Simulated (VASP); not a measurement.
# LiHf32O64 (a cell with a defect): single point with PBE

System: LiHf32O64 (a cell with a defect).

```
Hf O Li
1.0
    10.32324    0.00000   -0.01007
     0.00000   10.42499    0.00000
    -1.78582    0.00000   10.55519
Hf O Li
32 64 1
Direct
  0.13740 0.22902 0.35503
  0.36110 0.47935 0.39610
  0.36182 0.27119 0.14774
  0.13803 0.02076 0.10496
  0.13533 0.22923 0.85729
  0.36083 0.48037 0.89836
  0.35008 0.27237 0.65260
  0.13649 0.02135 0.60387
  0.13862 0.72888 0.35438
  0.36346 0.98075 0.39695
  0.36210 0.77274 0.14634
  0.13851 0.52229 0.10469
  0.13758 0.72925 0.85465
  0.36151 0.97896 0.89617
  0.36080 0.77296 0.64605
  0.13551 0.52335 0.60404
  0.64685 0.22479 0.33971
  0.86159 0.47834 0.39588
  0.86504 0.27175 0.14186
  0.63921 0.01857 0.09931
  0.63650 0.23079 0.85278
  0.86162 0.47999 0.89518
  0.86206 0.27056 0.64526
  0.63997 0.01963 0.60330
  0.63712 0.72883 0.35326
  0.86336 0.97676 0.39503
  0.86291 0.77089 0.14584
  0.63725 0.52223 0.10370
  0.63657 0.72947 0.85467
  0.86177 0.97915 0.89502
  0.86214 0.77207 0.64626
  0.63807 0.52709 0.60568
  0.22239 0.37209 0.49137
  0.27624 0.12210 0.26321
  0.27533 0.12895 0.01319
  0.22600 0.37964 0.24097
  0.03604 0.16656 0.17300
  0.46583 0.41519 0.07852
  0.46954 0.33255 0.33131
  0.03434 0.08415 0.42280
  0.22402 0.37127 0.99109
  0.27410 0.12351 0.76331
  0.27476 0.13044 0.51356
  0.21893 0.38156 0.74164
  0.03398 0.16567 0.67411
  0.46396 0.41422 0.57811
  0.46267 0.33537 0.82780
  0.03314 0.08502 0.92424
  0.22581 0.87247 0.48861
  0.27630 0.62218 0.26228
  0.27543 0.62934 0.01235
  0.22478 0.87918 0.23938
  0.03444 0.66498 0.17427
  0.46673 0.91432 0.07430
  0.46778 0.83935 0.32563
  0.03226 0.58478 0.42323
  0.22413 0.87173 0.98906
  0.27497 0.62259 0.76167
  0.27411 0.62891 0.51185
  0.22395 0.88037 0.73858
  0.03280 0.66565 0.67412
  0.46719 0.91701 0.57675
  0.46511 0.83575 0.82579
  0.03393 0.58578 0.92392
  0.71597 0.36621 0.48788
  0.77985 0.11721 0.25484
  0.77538 0.13009 0.00766
  0.72553 0.37687 0.23590
  0.53435 0.16295 0.17016
  0.96666 0.41607 0.07525
  0.96462 0.33422 0.32584
  0.53477 0.09439 0.42671
  0.72400 0.37249 0.98658
  0.77290 0.12136 0.75835
  0.77799 0.12773 0.50726
  0.72253 0.38003 0.73623
  0.53281 0.17229 0.66772
  0.96210 0.41601 0.57567
  0.96335 0.33430 0.82649
  0.53385 0.08467 0.91980
  0.72379 0.87190 0.48850
  0.77462 0.61985 0.26162
  0.77503 0.62945 0.01136
  0.72443 0.87737 0.23775
  0.53309 0.66500 0.17469
  0.96521 0.91535 0.07602
  0.96658 0.83378 0.32622
  0.53201 0.58692 0.42536
  0.72419 0.87195 0.98751
  0.77459 0.62279 0.76146
  0.77463 0.62827 0.51163
  0.72418 0.87861 0.73843
  0.53240 0.66611 0.67451
  0.96607 0.91438 0.57532
  0.96607 0.83614 0.82555
  0.53292 0.58587 0.92474
  0.54878 0.27639 0.52824
```

```
Program                : VASP 6.6.1
Task                   : single point
Functional             : PBE
Potentials or basis    : VASP PAW PBE potentials, release 64 (Hf_pv, O, Li_sv)
Cutoff                 : 520 eV
k mesh                 : 1 × 1 × 1
Occupations            : fermi-dirac, width 0.01 eV
Spin                   : no spin polarisation
Dipole correction      : no
Charge                 : 1
Further INCAR settings : LREAL = Auto; ALGO = Normal; EDIFF = 1e-06; NBANDS = 408; NELECT = 706.0
```

| Item | Value |
| --- | --- |
| Largest force | 0.099 eV/Å |

Forces on the atoms (eV/Å):
```
Hf  -0.059 -0.032 -0.058
Hf   0.050 -0.003  0.050
Hf   0.048  0.012  0.050
Hf  -0.057  0.019 -0.061
Hf  -0.058 -0.023 -0.059
Hf   0.056 -0.016  0.059
Hf   0.031  0.007  0.072
Hf  -0.058  0.013 -0.062
Hf  -0.060 -0.016 -0.059
Hf   0.045 -0.024  0.056
Hf   0.058  0.020  0.056
Hf  -0.060  0.023 -0.062
Hf  -0.062 -0.016 -0.062
Hf   0.063 -0.028  0.056
Hf   0.058  0.026  0.062
Hf  -0.060  0.023 -0.061
Hf  -0.063 -0.007 -0.071
Hf   0.079  0.000  0.056
Hf   0.062  0.015  0.055
Hf  -0.056  0.008 -0.066
Hf  -0.052 -0.025 -0.048
Hf   0.060 -0.020  0.061
Hf   0.070  0.016  0.068
Hf  -0.055  0.001 -0.055
Hf  -0.060 -0.012 -0.061
Hf   0.065 -0.018  0.065
Hf   0.061  0.025  0.062
Hf  -0.060  0.026 -0.060
Hf  -0.056 -0.012 -0.064
Hf   0.060 -0.024  0.060
Hf   0.062  0.022  0.063
Hf  -0.048  0.046 -0.046
O    0.045 -0.002 -0.003
O   -0.040 -0.001  0.011
O   -0.047  0.004  0.014
O    0.053  0.001 -0.004
O    0.008  0.001  0.037
O   -0.010  0.002 -0.040
O   -0.020  0.006 -0.042
O    0.018  0.004  0.040
O    0.044  0.006 -0.006
O   -0.035  0.016  0.001
O   -0.048  0.011  0.012
O    0.059 -0.012 -0.021
O    0.008  0.006  0.036
O   -0.041  0.037 -0.032
O   -0.023  0.003 -0.039
O    0.013  0.003  0.036
O    0.045 -0.004 -0.005
O   -0.048 -0.009  0.015
O   -0.044 -0.004  0.008
O    0.046  0.001 -0.017
O    0.014  0.002  0.035
O   -0.011  0.008 -0.041
O   -0.012 -0.009 -0.035
O    0.008 -0.007  0.046
O    0.047  0.001 -0.007
O   -0.046 -0.003  0.015
O   -0.049  0.002  0.006
O    0.050  0.006 -0.015
O    0.012 -0.004  0.035
O   -0.009  0.004 -0.047
O   -0.014 -0.005 -0.038
O    0.009 -0.006  0.036
O    0.052 -0.002 -0.009
O   -0.071  0.015  0.014
O   -0.047 -0.004  0.010
O    0.031 -0.020 -0.002
O    0.030  0.013  0.052
O   -0.013 -0.003 -0.037
O   -0.008 -0.001 -0.039
O    0.023 -0.026  0.027
O    0.050 -0.003 -0.013
O   -0.040  0.002  0.001
O   -0.039 -0.009  0.011
O    0.043  0.002 -0.003
O    0.009 -0.015  0.069
O   -0.018 -0.002 -0.047
O   -0.011  0.001 -0.036
O    0.015  0.003  0.042
O    0.043  0.001 -0.006
O   -0.049 -0.011  0.013
O   -0.049  0.001  0.015
O    0.048 -0.001 -0.010
O    0.017  0.005  0.040
O   -0.010  0.005 -0.036
O   -0.013  0.001 -0.040
O    0.015 -0.008  0.039
O    0.034  0.008 -0.005
O   -0.049 -0.010  0.005
O   -0.053  0.000  0.014
O    0.049  0.006 -0.016
O    0.019 -0.003  0.038
O   -0.012  0.007 -0.040
O   -0.013 -0.006 -0.037
O    0.008 -0.009  0.042
Li   0.023 -0.023 -0.044
```

Levels at points of the mesh, in eV from the Fermi level:
```tsv
k point	band 350	band 351	band 352	band 353	band 354	band 355	band 356	band 357
(0.00, 0.00, 0.00)	-0.70	-0.49	-0.35	-0.27	3.71	4.01	4.05	4.12
```

Wall time 15 min on 1 thread of AMD EPYC 7R43 64-Core Processor (Zen 3), on a shared host, peak memory 0.98 GiB.

Caveat: the k points lie up to 0.62 Å⁻¹ apart; the cell carries a net charge on a neutralising background, which shifts energy and pressure; the cell is charged against a uniform background, so pressure and absolute levels hang on convention; spin-orbit coupling is left out, which moves the levels of the heavy elements.
